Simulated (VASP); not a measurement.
# Ta in VASP: a series of runs, part 2 of 2

VASP 6.6.1. The steps go on from the part before.

## 3. Single point, RPBE+D3(BJ) (volume scaled by 0.94)

INCAR reads:

```
PREC     = Accurate       # precision mode
ENCUT    = 520            # plane-wave cutoff, eV
EDIFF    = 1E-6           # SCF threshold, eV
ISMEAR   = 1              # smearing method
SIGMA    = 0.2            # smearing width, eV
LREAL    = F              # projectors in reciprocal space
LASPH    = T              # aspherical terms in the spheres
NELM     = 60             # most SCF steps
ALGO     = Normal         # electronic algorithm
ISIF     = 2              # what is computed and relaxed
LWAVE    = F              # write WAVECAR
LCHARG   = T              # write CHGCAR
GGA      = RP             # functional
IVDW     = 12             # dispersion correction
LELF     = T              # ELF
LVHAR    = T            
NBANDS   = 18             # bands
```

KPOINTS reads:

```
regular mesh
0
Gamma
  11 11 5
```

POSCAR reads:

```
Ta
1.0
    2.8411641924      0.0000000000      0.0000000000
   -1.4205820962      2.4605203670      0.0000000000
    0.0000000000      0.0000000000      5.0608102442
Ta
2
Direct
    0.3333333333      0.6666666667      0.2500000000
    0.6666666667      0.3333333333      0.7500000000
```

Potentials or basis: VASP PAW PBE potentials, release 64 (Ta_pv).

Run with:

```sh
$ cat potpaw_PBE.64/Ta_pv/POTCAR > POTCAR
$ mpirun -np 1 vasp_std > vasp.out
```

OUTCAR:

```text
PREC = Accurate
   ENCUT = 520
   EDIFF = 1E-6
   ISMEAR = 1
   LREAL = F
   LASPH = T
   NELM = 60
   ISIF = 2
   GGA = RP
   IVDW = 12
 IVDW          = 12

 ion  position               nearest neighbor table
   1  0.333  0.667  0.250-   2 3.02   2 3.02   2 3.02   2 3.02   2 3.02   2 3.02
   2  0.667  0.333  0.750-   1 3.02   1 3.02   1 3.02   1 3.02   1 3.02   1 3.02

  LATTYP: Found a hexagonal cell.
 ALAT       =     2.8411641924
 C/A-ratio  =     1.7812452577

  Lattice vectors:

 A1 = (   2.8411641924,   0.0000000000,   0.0000000000)
 A2 = (  -1.4205820962,   2.4605203670,   0.0000000000)
 A3 = (   0.0000000000,   0.0000000000,   5.0608102442)

Analysis of symmetry for initial positions (statically):
=====================================================================
 Subroutine PRICEL returns:
 Original cell was already a primitive cell.

 Routine SETGRP: Setting up the symmetry group for a
 hexagonal supercell.

 Subroutine GETGRP returns: Found 24 space group operations
 (whereof 12 operations were pure point group operations)
 out of a pool of 24 trial point group operations.

The static configuration has the point symmetry D_3d.
 The point group associated with its full space group is D_6h.

Analysis of symmetry for dynamics (positions and initial velocities):
=====================================================================
 Subroutine PRICEL returns:
 Original cell was already a primitive cell.

 Routine SETGRP: Setting up the symmetry group for a
 hexagonal supercell.

 Subroutine GETGRP returns: Found 24 space group operations
 (whereof 12 operations were pure point group operations)
 out of a pool of 24 trial point group operations.

The dynamic configuration has the point symmetry D_3d.
 The point group associated with its full space group is D_6h.

 Subroutine INISYM returns: Found 24 space group operations
 (whereof 12 operations are pure point group operations),
 and found     1 'primitive' translations

----------------------------------------------------------------------------------------

                                     Primitive cell

  volume of cell :      35.3788

  direct lattice vectors                    reciprocal lattice vectors
     2.841164192  0.000000000  0.000000000     0.351968395  0.203209047  0.000000000
    -1.420582096  2.460520367  0.000000000     0.000000000  0.406418095  0.000000000
     0.000000000  0.000000000  5.060810244     0.000000000  0.000000000  0.197596818

  length of vectors
     2.841164192  2.841164192  5.060810244     0.406418095  0.406418095  0.197596818

  position of ions in fractional coordinates (direct lattice)
     0.333333333  0.666666667  0.250000000
     0.666666667  0.333333333  0.750000000

  ion indices of the primitive-cell ions
   primitive index   ion index
                 1           1
                 2           2

----------------------------------------------------------------------------------------

 KPOINTS: regular mesh

Automatic generation of k-mesh.
 Grid dimensions read from file:
 generate k-points for:   11   11    5

 Generating k-lattice:

  Cartesian coordinates                     Fractional coordinates (reciprocal lattice)
     0.031997127  0.018473550  0.000000000     0.090909091  0.000000000  0.000000000
     0.000000000  0.036947100  0.000000000     0.000000000  0.090909091  0.000000000
     0.000000000  0.000000000  0.039519364     0.000000000  0.000000000  0.200000000

  Length of vectors
     0.036947100  0.036947100  0.039519364

  Shift w.r.t. Gamma in fractional coordinates (k-lattice)
     0.000000000  0.000000000  0.000000000

 Subroutine IBZKPT returns following result:
 ===========================================

 Found     48 irreducible k-points:

 Following reciprocal coordinates:
            Coordinates               Weight
  0.000000  0.000000  0.000000      1.000000
  0.090909  0.000000  0.000000      6.000000
  0.181818 -0.000000  0.000000      6.000000
  0.272727 -0.000000  0.000000      6.000000
  0.363636 -0.000000  0.000000      6.000000
  0.454545  0.000000  0.000000      6.000000
[... 16 lines left out ...]
  0.090909  0.090909  0.200000     12.000000
  0.181818  0.090909  0.200000     24.000000
 [... further k-points ...]
   k-points           NKPTS =     48   k-points in BZ     NKDIM =     48   number of bands    NBANDS=     18
   number of dos      NEDOS =    301   number of ions     NIONS =      2
   total plane-waves  NPLWV =  23040
   dimension x,y,z NGX =    24 NGY =   24 NGZ =   40
   dimension x,y,z NGXF=    48 NGYF=   48 NGZF=   80
   ions per type =               2
   NGX,Y,Z   is equivalent  to a cutoff of  14.04, 14.04, 13.14 a.u.
   NGXF,Y,Z  is equivalent  to a cutoff of  28.09, 28.09, 26.28 a.u.
 SYSTEM =  unknown system
   PREC   = accura    normal or accurate (medium, high low for compatibility)
   ISTART =      0    job   : 0-new  1-cont  2-samecut
   ICHARG =      2    charge: 1-file 2-atom 10-const
   ISPIN  =      1    spin polarized calculation?
   LNONCOLLINEAR =      F non collinear calculations
   LSORBIT =      F    spin-orbit coupling
   LASPH  =      T    aspherical Exc in radial PAW
   ENCUT  =  520.0 eV  38.22 Ry    6.18 a.u.   5.28  5.28  9.41*2*pi/ulx,y,z
   NELM   =     60;   NELMIN=  2; NELMDL= -5     # of ELM steps
   EDIFF  = 0.1E-05   stopping-criterion for ELM
   LREAL  =      F    real-space projection
   EDIFFG = 0.1E-04   stopping-criterion for IOM
   NSW    =      0    number of steps for IOM
   IBRION =     -1    ionic relax: 0-MD 1-quasi-New 2-CG
   NFREE  =      0    steps in history (QN), initial steepest desc. (CG)
   ISIF   =      2    stress and relaxation
   ISYM   =      2    0-nonsym 1-usesym 2-fastsym
   POTIM  = 0.5000    time-step for ionic-motion
   TEBEG  =    0.0;   TEEND  =   0.0 temperature during run
   PSTRESS=    0.0 pullay stress
   NELECT =      22.0000    total number of electrons
   NUPDOWN=      -1.0000    fix difference up-down
   EMIN   =  10.00;   EMAX   =-10.00  energy-range for DOS
   EFERMI =   0.00;   METHOD = LEGACY
   ISMEAR =     1;   SIGMA  =   0.20  broadening in eV -4-tet -1-fermi 0-gaus
   EFERMI_NEDOS =   21; number of points for ismear=-14 and -15
   IALGO  =     38    algorithm
   IMIX   =      4    mixing-type and parameters
     AMIX     =   0.40;   BMIX     =  1.00
     AMIX_MAG =   1.60;   BMIX_MAG =  1.00
  volume/ion in A,a.u.               =      17.69       119.37
  Fermi-wavevector in a.u.,A,eV,Ry     =   1.397337  2.640585 26.566079  1.952552
  Thomas-Fermi vector in A             =   2.520603
   LORBIT       =      0    0 simple, 1 ext, 2 COOP (PROOUT), +10 PAW based schemes
   GGA     = RP    functional components
   LHFCALC =     F    Hartree Fock is set to
   AEXX    =    0.0000 exact exchange contribution
   IVDW    =    12    specifies the selected vdW correction
   LEPSILON=     F    determine dielectric tensor
   LRPA    =     F    only Hartree local field effects (RPA)
 non-spin polarized calculation
 Methfessel and Paxton  Order N= 1 SIGMA  =   0.20
  energy-cutoff  :      520.00
  volume of cell :       35.38
 maximum number of plane-waves:       968
 NGX is ok and might be reduce to    24
   NGX = 11   NGY = 11   NGZ = 19

 number of electron      21.9999997 magnetization

 Free energy of the ion-electron system (eV)
  ---------------------------------------------------
  ext. energy  EPLUGINS =         0.00000000
  ---------------------------------------------------
  free energy    TOTEN  =       -21.97049742 eV

  energy without entropy =      -21.97344927  energy(sigma->0) =      -21.97148137

 E-fermi :   6.1995     XC(G=0): -12.6444

 val. band max:        6.1788990180   @ k =   0.0000   0.0000   0.0000
 cond. band min:       6.1994988920   @ k =   0.1818   0.1818   0.0000
 fundamental gap:      0.0205998740
 Fermi energy:         6.1994671527

 k-point     1 :       0.0000    0.0000    0.0000
  band No.  band energies     occupation
      1     -28.4001      2.00000
      2     -27.4020      2.00000
      3     -27.2757      2.00000
      4     -27.2757      2.00000
      5     -27.1766      2.00000
      6     -27.1766      2.00000
[... 10 lines left out ...]
     17      11.6914      0.00000
     18      11.6914      0.00000
[... 463 lines left out ...]
 k-point    24 :       0.1818    0.0909    0.2000
  band No.  band energies     occupation
      1     -28.1579      2.00000
      2     -27.8326      2.00000
      3     -27.7855      2.00000
      4     -27.4897      2.00000
      5     -27.4184      2.00000
      6     -27.3346      2.00000
[... 10 lines left out ...]
     17      11.6035      0.00000
     18      13.4284      0.00000

 [... further k-points ...]

------------------------ aborting loop because EDIFF is reached ----------------------------------------

 Edisp (eV)   -9.77665

 E8    (eV) :    -7.3198

  FORCE on cell =-STRESS in cart. coord.  units (eV):
  Direction    XX          YY          ZZ          XY          YZ          ZX
  --------------------------------------------------------------------------------------
  -------------------------------------------------------------------------------------
  Total      -6.04924    -6.04924    -7.13960     0.00000     0.00000     0.00000
  in kB    -273.94805  -273.94805  -323.32638     0.00000     0.00000     0.00000
  external pressure =     -290.41 kB  Pullay stress =        0.00 kB

 VOLUME and BASIS-vectors are now :
 -----------------------------------------------------------------------------
  energy-cutoff  :      520.00
  volume of cell :       35.38
      direct lattice vectors                 reciprocal lattice vectors
     2.841164192  0.000000000  0.000000000     0.351968395  0.203209047  0.000000000
    -1.420582096  2.460520367  0.000000000     0.000000000  0.406418095  0.000000000
     0.000000000  0.000000000  5.060810244     0.000000000  0.000000000  0.197596818

 POSITION                                       TOTAL-FORCE (eV/Angst)
 -----------------------------------------------------------------------------------
     -0.00000      1.64035      1.26520        -0.000000      0.000000      0.000000
      1.42058      0.82017      3.79561         0.000000      0.000000      0.000000
 -----------------------------------------------------------------------------------
    total drift:                               -0.000000      0.000000     -0.000000

  FREE ENERGIE OF THE ION-ELECTRON SYSTEM (eV)
  ---------------------------------------------------
  free  energy   TOTEN  =       -31.7471471122 eV

  energy  without entropy=      -31.7500989631  energy(sigma->0) =      -31.74813106
```

Run time: 42 s. Hardware: 1 thread of AMD EPYC 7R13, shared host; peak memory 0.15 GiB.

What came out:

| Item | Value |
| --- | --- |
| Free energy | -31.7471 eV |
| Pressure | -29.0 GPa |
| Band gap on the k mesh | zero (band 11 reaches 7.23 eV, above the bottom of band 12 at 5.59 eV) |
| Dispersion energy per atom | -4.888 eV |

Stress tensor (GPa, compression positive):
```
-27.39   0.00   0.00
  0.00 -27.39   0.00
  0.00   0.00 -32.33
```

Levels at points of the mesh, in eV from the Fermi level:
```csv
k point,band 8,band 9,band 10,band 11,band 12,band 13,band 14,band 15
"(0.00, 0.00, 0.00)",-5.14,-0.67,-0.02,0.58,0.58,1.19,1.19,3.15
```

Caveat: the PAW data sets were made with another functional, which shifts forces and pressure a little; spin-orbit coupling is left out, which moves the levels of the heavy elements; pairwise dispersion overbinds metals, which lowers pressure and volume.
